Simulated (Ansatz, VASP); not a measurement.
**One calculation of WSe, two programs**

File INCAR:

```
SYSTEM = WSe
ALGO = Normal ; DIPOL = 0.5 0.5 0.500
EDIFF = 1E-7 ; EDIFFG = -0.02
ENCUT = 520 ; GGA = PE
IBRION = 2 ; IDIPOL = 3
ISIF = 2 ; ISMEAR = 0
LASPH = .True. ; LCHARG = .False.
LDIPOL = .True. ; LREAL = .False.
LWAVE = .False. ; NELM = 100
NSW = 80 ; PREC = Accurate
SIGMA = 0.05
```

File KPOINTS:

```
k-points
0
Gamma
  9 9 1
  0 0 0
```

The input POSCAR:

```
WSe
1.0
    3.3200828448      0.0000000000      0.0000000000
   -1.6600414224      2.8752760862      0.0000000000
    0.0000000000      0.0000000000     31.6542363175
W Se
2 2
Direct
    0.0000000000      0.0000000000      0.2369351111
    0.0000000000      0.0000000000      0.7630648889
    0.3333333333      0.6666666667      0.2899562485
    0.3333333333      0.6666666667      0.7100437515
```

Input for Ansatz:

```yaml
crystal:
  lattice:
    - [3.3200828448, 0.0, 0.0]
    - [-1.6600414224, 2.8752760862, 0.0]
    - [0.0, 0.0, 31.6542363175]
  atoms:
    - { symbol: W, position: [0.0, 0.0, 0.2369351111] }
    - { symbol: Se, position: [0.3333333333, 0.6666666667, 0.2899562485] }
    - { symbol: Se, position: [0.3333333333, 0.6666666667, 0.7100437515] }
    - { symbol: W, position: [0.0, 0.0, 0.7630648889] }
basis:
  ecutwfc: 420
kpoints:
  mp_grid: { grid: [9, 9, 1] }
hamiltonian:
  xc: pbe
scf:
  occupations: { method: gaussian, width: 0.05 }
output:
  forces: true
  eigenvalues: true
  write_density: true
  write_potential: true
  elf: true
  volumetric_format: npy
relax:
  adjacent_minimum: "off"
  f_tol: 0.02
  max_steps: 60
efield:
  axis: 3
  dipole_correction: true
  ramp_width: 0.04
```

Alike in both runs: task relaxation of the atoms; functional PBE; k mesh 9 × 9 × 1; occupations gaussian, width 0.05 eV; no spin polarisation.

```csv
,VASP,Ansatz
version,VASP 6.6.1,Ansatz 0.2.0
potentials or method,"VASP PAW PBE potentials, release 64 (W_sv, Se), cutoff 520 eV","scalar-relativistic, plane waves, PAW"
valence electrons in the cell,40,60
```

|  | VASP | Ansatz | Ansatz less VASP |
| --- | --- | --- | --- |
| gap on the k mesh at the Fermi level, each at its own relaxed structure (eV) | 0.35 | 0.35 | -0.002 |

VASP's potentials hold 40 valence electrons a cell and Ansatz's 60, so a difference there can come from the potentials and not from the codes. Ansatz's warnings: xc potential rough in thin density.

Spin-orbit coupling is off throughout.
